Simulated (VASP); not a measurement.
Write the native input for VASP 6.6.1 that does the following.

* Task: single point
* Functional: PBE
* Dispersion: D3(BJ)
* Potentials or basis: VASP PAW PBE potentials, release 64 (Al)
* Cutoff: 520 eV
* k mesh: 26 × 26 × 26
* Occupations: gaussian, width 0.15 eV
* Spin: no spin polarisation
* Dipole correction: no
* Further INCAR settings: ALGO = Fast; EDIFF = 1e-06; NBANDS = 8

The structure of Al lies in POSCAR:

```
Al
1.0
    0.0000000000      1.9117083162      2.0710173426
    1.9117083162      0.0000000000      2.0710173426
    1.9117083162      1.9117083162      0.0000000000
Al
1
Direct
    0.0000000000      0.0000000000      0.0000000000
```

This cell differs from its parent crystal: strain -0.040 along x and y, +0.040 along z.

The input as run:

INCAR

```
PREC = Accurate
ENCUT = 520
EDIFF = 1E-6
ISMEAR = 0
SIGMA = 0.15
LREAL = False
LASPH = True
NELM = 100
ALGO = Fast
ISIF = 2
LWAVE = False
LCHARG = False
GGA = PE
IVDW = 12
NBANDS = 8
```

KPOINTS

```
regular mesh
0
Gamma
  26 26 26
```

Potentials or basis: VASP PAW PBE potentials, release 64 (Al).

Launch:

```bash
$ cat potpaw_PBE.64/Al/POTCAR > POTCAR
$ mpirun -np 1 vasp_std > vasp.out
```

Results of the run:

```json
{"Pressure": "4.6 GPa", "Dispersion energy per atom": "-0.368 eV"}
```

Caveat: the cell differs from its parent crystal (strain -0.040 along x and y, +0.040 along z); pairwise dispersion overbinds metals, which lowers pressure and volume.

Wall time 77 s on 1 thread of AMD EPYC 9R45 96-Core Processor (Zen 5), on a shared host, peak memory 0.22 GiB.
